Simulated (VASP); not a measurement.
# AlN (I-4m2) in VASP: a series of runs

Runs on AlN. Level: r2SCAN. Tasks: single point.

All numbers are computed with VASP 6.6.1; they aren't measurements. Logs are shortened: lines on timing, memory, paths and dates and some standing lists are left out, and cuts for length are marked.

### Step 1. The cell of the first run

It takes space group I-4m2 (No. 119, tetragonal). The conventional cell has a = 2.997 Å, b = 2.997 Å, c = 4.435 Å, α = 90.00°, β = 90.00°, γ = 90.00°. Within 2.5 Å of Al (site symmetry -4m2) lie 4 N at 1.86 Å. Within 2.5 Å of N (site symmetry -4m2) lie 4 Al at 1.86 Å.

### Step 2. Single point, r2SCAN (strain -0.030 along x and y, +0.015 along z)

Input file POSCAR:

```
AlN
1.0
    0.0000000000      2.1193536074      2.2176741356
    2.1193536074      0.0000000000      2.2176741356
    2.1193536074      2.1193536074      0.0000000000
Al N
1 1
Direct
    0.0000000000      0.0000000000      0.0000000000
    0.7500000000      0.7500000000      0.7500000000
```

Input file INCAR.step1:

```
  PREC = Accurate
  ENCUT = 520
  ISMEAR = 0
  SIGMA = 0.05
  LREAL = F
  LASPH = T
  NELM = 100
  NBANDS = 11
  GGA = PE
  ALGO = Normal
  EDIFF = 1E-4
  LWAVE = T
  LCHARG = F
```

Input file INCAR.step2:

```
  PREC = Accurate
  ENCUT = 520
  EDIFF = 1E-6
  ISMEAR = 0
  SIGMA = 0.05
  LREAL = F
  LASPH = T
  NELM = 100
  ALGO = Normal
  ISIF = 2
  LWAVE = F
  LCHARG = T
  METAGGA = R2SCAN
  LMIXTAU = T
  LELF = T
  LVHAR = T
  NBANDS = 11
  ISTART = 1
```

Input file KPOINTS:

```
regular mesh
0
Gamma
  10 10 10
```

Potentials or basis: VASP PAW PBE potentials, release 64 (Al, N).

Command:

```
> cat potpaw_PBE.64/Al/POTCAR potpaw_PBE.64/N/POTCAR > POTCAR
> cp INCAR.step1 INCAR
> mpirun -np 1 vasp_std > vasp.out
> cp INCAR.step2 INCAR
> mpirun -np 1 vasp_std > vasp.out
```

OUTCAR:

```text
PREC = Accurate
   ENCUT = 520
   EDIFF = 1E-6
   ISMEAR = 0
   LREAL = F
   LASPH = T
   NELM = 100
   ISIF = 2
   METAGGA = R2SCAN
   ISTART = 1

 ion  position               nearest neighbor table
   1  0.000  0.000  0.000-   2 1.86   2 1.86   2 1.86   2 1.86
   2  0.750  0.750  0.750-   1 1.86   1 1.86   1 1.86   1 1.86

  LATTYP: Found a body centered tetragonal cell.
 ALAT       =     2.9972186150
 C/A-ratio  =     1.4798214081

  Lattice vectors:

 A1 = (  -2.1193536074,   0.0000000000,   2.2176741356)
 A2 = (   2.1193536074,   0.0000000000,   2.2176741356)
 A3 = (   0.0000000000,   2.1193536074,  -2.2176741356)

Analysis of symmetry for initial positions (statically):
=====================================================================
 Subroutine PRICEL returns:
 Original cell was already a primitive cell.

 Routine SETGRP: Setting up the symmetry group for a
 body centered tetragonal supercell.

 Subroutine GETGRP returns: Found  8 space group operations
 (whereof  8 operations were pure point group operations)
 out of a pool of 16 trial point group operations.

The static configuration has the point symmetry D_2d.

Analysis of symmetry for dynamics (positions and initial velocities):
=====================================================================
 Subroutine PRICEL returns:
 Original cell was already a primitive cell.

 Routine SETGRP: Setting up the symmetry group for a
 body centered tetragonal supercell.

 Subroutine GETGRP returns: Found  8 space group operations
 (whereof  8 operations were pure point group operations)
 out of a pool of 16 trial point group operations.

The dynamic configuration has the point symmetry D_2d.

 Subroutine INISYM returns: Found  8 space group operations
 (whereof  8 operations are pure point group operations),
 and found     1 'primitive' translations

----------------------------------------------------------------------------------------

                                     Primitive cell

  volume of cell :      19.9221

  direct lattice vectors                    reciprocal lattice vectors
     0.000000000  2.119353607  2.217674136    -0.235920989  0.235920989  0.225461438
     2.119353607  0.000000000  2.217674136     0.235920989 -0.235920989  0.225461438
     2.119353607  2.119353607  0.000000000     0.235920989  0.235920989 -0.225461438

  length of vectors
     3.067529671  3.067529671  2.997218615     0.402678888  0.402678888  0.402678888

  position of ions in fractional coordinates (direct lattice)
     0.000000000  0.000000000  0.000000000
     0.750000000  0.750000000  0.750000000

  ion indices of the primitive-cell ions
   primitive index   ion index
                 1           1
                 2           2

----------------------------------------------------------------------------------------

 KPOINTS: regular mesh

Automatic generation of k-mesh.
 Grid dimensions read from file:
 generate k-points for:   10   10   10

 Generating k-lattice:

  Cartesian coordinates                     Fractional coordinates (reciprocal lattice)
    -0.023592099  0.023592099  0.022546144     0.100000000 -0.000000000  0.000000000
     0.023592099 -0.023592099  0.022546144    -0.000000000  0.100000000  0.000000000
     0.023592099  0.023592099 -0.022546144     0.000000000  0.000000000  0.100000000

  Length of vectors
     0.040267889  0.040267889  0.040267889

  Shift w.r.t. Gamma in fractional coordinates (k-lattice)
     0.000000000  0.000000000  0.000000000

 Subroutine IBZKPT returns following result:
 ===========================================

 Found    102 irreducible k-points:

 Following reciprocal coordinates:
            Coordinates               Weight
  0.000000  0.000000  0.000000      1.000000
  0.100000 -0.000000  0.000000      8.000000
  0.200000 -0.000000  0.000000      8.000000
  0.300000  0.000000  0.000000      8.000000
  0.400000 -0.000000  0.000000      8.000000
  0.500000 -0.000000  0.000000      4.000000
[... 16 lines left out ...]
  0.300000  0.300000  0.000000      2.000000
  0.400000  0.300000  0.000000      8.000000
 [... further k-points ...]
   k-points           NKPTS =    102   k-points in BZ     NKDIM =    102   number of bands    NBANDS=     11
   number of dos      NEDOS =    301   number of ions     NIONS =      2
   total plane-waves  NPLWV =  13824
   dimension x,y,z NGX =    24 NGY =   24 NGZ =   24
   dimension x,y,z NGXF=    48 NGYF=   48 NGZF=   48
   ions per type =               1   1
   NGX,Y,Z   is equivalent  to a cutoff of  13.01, 13.01, 13.31 a.u.
   NGXF,Y,Z  is equivalent  to a cutoff of  26.01, 26.01, 26.62 a.u.
 SYSTEM =  unknown system
   PREC   = accura    normal or accurate (medium, high low for compatibility)
   ISTART =      1    job   : 0-new  1-cont  2-samecut
   ICHARG =      0    charge: 1-file 2-atom 10-const
   ISPIN  =      1    spin polarized calculation?
   LNONCOLLINEAR =      F non collinear calculations
   LSORBIT =      F    spin-orbit coupling
   LASPH  =      T    aspherical Exc in radial PAW
   ENCUT  =  520.0 eV  38.22 Ry    6.18 a.u.   5.70  5.70  5.57*2*pi/ulx,y,z
   NELM   =    100;   NELMIN=  2; NELMDL=  0     # of ELM steps
   EDIFF  = 0.1E-05   stopping-criterion for ELM
   LREAL  =      F    real-space projection
   EDIFFG = 0.1E-04   stopping-criterion for IOM
   NSW    =      0    number of steps for IOM
   IBRION =     -1    ionic relax: 0-MD 1-quasi-New 2-CG
   NFREE  =      0    steps in history (QN), initial steepest desc. (CG)
   ISIF   =      2    stress and relaxation
   ISYM   =      2    0-nonsym 1-usesym 2-fastsym
   POTIM  = 0.5000    time-step for ionic-motion
   TEBEG  =    0.0;   TEEND  =   0.0 temperature during run
   PSTRESS=    0.0 pullay stress
   NELECT =       8.0000    total number of electrons
   NUPDOWN=      -1.0000    fix difference up-down
   EMIN   =  10.00;   EMAX   =-10.00  energy-range for DOS
   EFERMI =   0.00;   METHOD = LEGACY
   ISMEAR =     0;   SIGMA  =   0.05  broadening in eV -4-tet -1-fermi 0-gaus
   EFERMI_NEDOS =   21; number of points for ismear=-14 and -15
   IALGO  =     38    algorithm
   IMIX   =      4    mixing-type and parameters
     AMIX     =   0.40;   BMIX     =  1.00
     AMIX_MAG =   1.60;   BMIX_MAG =  1.00
  volume/ion in A,a.u.               =       9.96        67.22
  Fermi-wavevector in a.u.,A,eV,Ry     =   1.207795  2.282402 19.847761  1.458769
  Thomas-Fermi vector in A             =   2.343422
   LORBIT       =      0    0 simple, 1 ext, 2 COOP (PROOUT), +10 PAW based schemes
   METAGGA = R2SCAN    functional components
   LHFCALC =     F    Hartree Fock is set to
   AEXX    =    0.0000 exact exchange contribution
   IVDW    =     0    specifies the selected vdW correction
   LEPSILON=     F    determine dielectric tensor
   LRPA    =     F    only Hartree local field effects (RPA)
 non-spin polarized calculation
 Gauss-broadening in eV      SIGMA  =   0.05
  energy-cutoff  :      520.00
  volume of cell :       19.92
 maximum number of plane-waves:       548
   NGX = 11   NGY = 11   NGZ = 11

 number of electron       7.9999999 magnetization

 Free energy of the ion-electron system (eV)
  ---------------------------------------------------
  ext. energy  EPLUGINS =         0.00000000
  ---------------------------------------------------
  free energy    TOTEN  =       -19.13751476 eV

  energy without entropy =      -19.13751476  energy(sigma->0) =      -19.13751476

 E-fermi :   6.4575     XC(G=0): -11.6248

 val. band max:        6.2194802880   @ k =  -0.1000   0.1000   0.0000
 cond. band min:      10.0293967678   @ k =   0.5000   0.0000   0.5000
 fundamental gap:      3.8099164798
 Fermi energy:         6.4575339100

 k-point     1 :       0.0000    0.0000    0.0000
  band No.  band energies     occupation
      1      -9.8833      2.00000
      2       5.9851      2.00000
      3       6.2003      2.00000
      4       6.2003      2.00000
      5      11.4328      0.00000
      6      20.1013      0.00000
      7      20.1013      0.00000
      8      20.1524      0.00000
      9      24.1307      0.00000
     10      25.6974      0.00000
     11      25.8263      0.00000

 k-point     2 :       0.1000   -0.0000    0.0000
  band No.  band energies     occupation
      1      -9.7283      2.00000
      2       5.3137      2.00000
      3       5.9977      2.00000
      4       6.1622      2.00000
      5      12.0841      0.00000
      6      19.6691      0.00000
      7      20.2721      0.00000
      8      20.2844      0.00000
      9      23.0579      0.00000
     10      24.3869      0.00000
     11      26.1505      0.00000

 k-point     3 :       0.2000   -0.0000    0.0000
  band No.  band energies     occupation
      1      -9.2878      2.00000
      2       3.6596      2.00000
      3       5.8191      2.00000
      4       6.0673      2.00000
      5      13.2472      0.00000
      6      18.7623      0.00000
      7      19.9369      0.00000
      8      20.3649      0.00000
      9      23.0439      0.00000
     10      23.5525      0.00000
     11      25.3391      0.00000

 k-point     4 :       0.3000    0.0000    0.0000
  band No.  band energies     occupation
      1      -8.6504      2.00000
      2       1.9263      2.00000
      3       5.6228      2.00000
      4       5.9584      2.00000
      5      14.1272      0.00000
      6      17.9109      0.00000
      7      19.0998      0.00000
      8      19.7146      0.00000
      9      24.4106      0.00000
     10      24.5291      0.00000
     11      25.3818      0.00000
[... 239 lines left out ...]
 k-point    22 :      -0.2000    0.2000    0.0000
  band No.  band energies     occupation
      1      -8.4103      2.00000
      2       2.1492      2.00000
      3       4.2154      2.00000
      4       6.0593      2.00000
      5      14.8618      0.00000
      6      17.7008      0.00000
      7      18.4926      0.00000
      8      20.1955      0.00000
      9      22.5124      0.00000
     10      26.6526      0.00000
     11      28.0669      0.00000

 k-point    23 :       0.3000    0.3000    0.0000
  band No.  band energies     occupation
      1      -8.3443      2.00000
      2       2.3398      2.00000
      3       5.0455      2.00000
      4       5.0455      2.00000
      5      12.2222      0.00000
      6      17.3996      0.00000
      7      18.9324      0.00000
      8      22.5044      0.00000
      9      22.5044      0.00000
     10      28.5730      0.00000
     11      31.8903      0.00000

 k-point    24 :       0.4000    0.3000    0.0000
  band No.  band energies     occupation
      1      -7.8732      2.00000
      2       1.6695      2.00000
      3       4.5006      2.00000
      4       4.8991      2.00000
      5      11.8577      0.00000
      6      17.2674      0.00000
      7      19.4935      0.00000
      8      22.6191      0.00000
      9      23.1345      0.00000
     10      29.4871      0.00000
     11      31.6885      0.00000

 [... further k-points ...]
[... 5 lines left out ...]
  --------------------------------------------------------------------------------------
  -------------------------------------------------------------------------------------
  Total        1.5573689      1.5573689      0.6276587      0.0000000      0.0000000      0.0000000
  in kB      125.2470497    125.2470497     50.4777042      0.0000000      0.0000000      0.0000000
  external PRESSURE =     100.3239346 kB  Pullay stress =       0.0000000 kB

 VOLUME and BASIS-vectors are now :
 -----------------------------------------------------------------------------
  energy-cutoff  :      520.00
  volume of cell :       19.92
      direct lattice vectors                 reciprocal lattice vectors
     0.000000000  2.119353607  2.217674136    -0.235920989  0.235920989  0.225461438
     2.119353607  0.000000000  2.217674136     0.235920989 -0.235920989  0.225461438
     2.119353607  2.119353607  0.000000000     0.235920989  0.235920989 -0.225461438

 POSITION                                       TOTAL-FORCE (eV/Angst)
 -----------------------------------------------------------------------------------
      0.00000      0.00000      0.00000         0.000000      0.000000     -0.000000
      3.17903      3.17903      3.32651        -0.000000     -0.000000      0.000000
 -----------------------------------------------------------------------------------
    total drift:                               -0.000000     -0.000000      0.000002

  FREE ENERGIE OF THE ION-ELECTRON SYSTEM (eV)
  ---------------------------------------------------
  free  energy   TOTEN  =       -19.1375147563 eV

  energy  without entropy=      -19.1375147563  energy(sigma->0) =      -19.13751476
```

It took 35 s on 1 thread of Intel Xeon Platinum 8559C (Emerald Rapids), shared host; peak memory 0.15 GiB.

What came out:

| Quantity | Value |
| --- | --- |
| Free energy | -19.1375 eV |
| Pressure | 10.0 GPa |
| Band gap on the k mesh | 3.81 eV, indirect (least direct gap 5.23 eV) |

Levels at points of the mesh, in eV from the valence-band top:
```csv
k point,band 1,band 2,band 3,band 4,band 5,band 6,band 7,band 8,band 9
"(0.00, 0.00, 0.00)",-16.10,-0.23,-0.02,-0.02,5.21,13.88,13.88,13.93,17.91
"(0.50, 0.00, 0.00)",-13.95,-6.18,-0.80,-0.37,8.44,11.06,11.86,12.59,19.78
"(0.50, 0.50, 0.00)",-13.43,-5.48,-1.68,-1.68,4.05,10.14,15.17,17.71,17.71
"(0.50, 0.00, 0.50)",-13.21,-5.04,-2.08,-2.07,3.81,9.43,16.04,16.56,18.07
```

Caveat: the cell differs from its parent crystal (strain -0.030 along x and y, +0.015 along z); the PAW data sets were made with another functional, which shifts forces and pressure a little.

### Step 3. Single point, r2SCAN (strain -0.030 along x and y, +0.030 along z)

Input file POSCAR:

```
AlN
1.0
    0.0000000000      2.1193536074      2.2504476450
    2.1193536074      0.0000000000      2.2504476450
    2.1193536074      2.1193536074      0.0000000000
Al N
1 1
Direct
    0.0000000000      0.0000000000      0.0000000000
    0.7500000000      0.7500000000      0.7500000000
```

Input file INCAR.step1:

```
SYSTEM = AlN
PREC = Accurate ; ENCUT = 520
ISMEAR = 0 ; SIGMA = 0.05
LREAL = .FALSE. ; LASPH = .TRUE.
NELM = 80 ; NBANDS = 11
GGA = PE ; ALGO = Normal
EDIFF = 1E-4 ; LWAVE = .TRUE.
LCHARG = .FALSE.
```

Input file INCAR.step2:

```
SYSTEM = AlN
PREC = Accurate ; ENCUT = 520
EDIFF = 1E-7 ; ISMEAR = 0
SIGMA = 0.05 ; LREAL = .FALSE.
LASPH = .TRUE. ; NELM = 80
ALGO = Normal ; ISIF = 2
LWAVE = .FALSE. ; LCHARG = .TRUE.
METAGGA = R2SCAN ; LMIXTAU = .TRUE.
LELF = .TRUE. ; LVHAR = .TRUE.
NBANDS = 11 ; ISTART = 1
```

Input file KPOINTS:

```
regular mesh
0
G
  10 10 10
  0 0 0
```

Potentials or basis: VASP PAW PBE potentials, release 64 (Al, N).

Command:

```
> cat potpaw_PBE.64/Al/POTCAR potpaw_PBE.64/N/POTCAR > POTCAR
> cp INCAR.step1 INCAR
> mpirun -np 1 vasp_std > vasp.out
> cp INCAR.step2 INCAR
> mpirun -np 1 vasp_std > vasp.out
```

Run time: 39 s. Hardware: 1 thread of Intel Xeon Platinum 8559C (Emerald Rapids), shared host; peak memory 0.15 GiB.

Results (log left out):

| Property | Result |
| --- | --- |
| Free energy | -19.1420 eV |
| Pressure | 6.3 GPa |
| Band gap on the k mesh | 3.75 eV, indirect (least direct gap 5.05 eV) |

Stress tensor (GPa, compression positive):
```
 9.81  0.00  0.00
 0.00  9.81  0.00
 0.00  0.00 -0.64
```

Levels at points of the mesh, in eV from the valence-band top:
```csv
k point,band 1,band 2,band 3,band 4,band 5,band 6,band 7,band 8,band 9
"(0.00, 0.00, 0.00)",-16.05,-0.32,-0.03,-0.03,5.03,13.69,13.69,13.75,17.44
"(0.50, 0.00, 0.00)",-13.94,-6.16,-0.90,-0.34,8.18,10.91,11.69,12.60,19.46
"(0.50, 0.50, 0.00)",-13.48,-5.57,-1.61,-1.61,4.06,10.16,14.73,17.56,17.56
"(0.50, 0.00, 0.50)",-13.19,-4.98,-2.14,-2.13,3.75,9.22,15.85,16.06,18.03
```

Caveat: the cell differs from its parent crystal (strain -0.030 along x and y, +0.030 along z); the PAW data sets were made with another functional, which shifts forces and pressure a little.
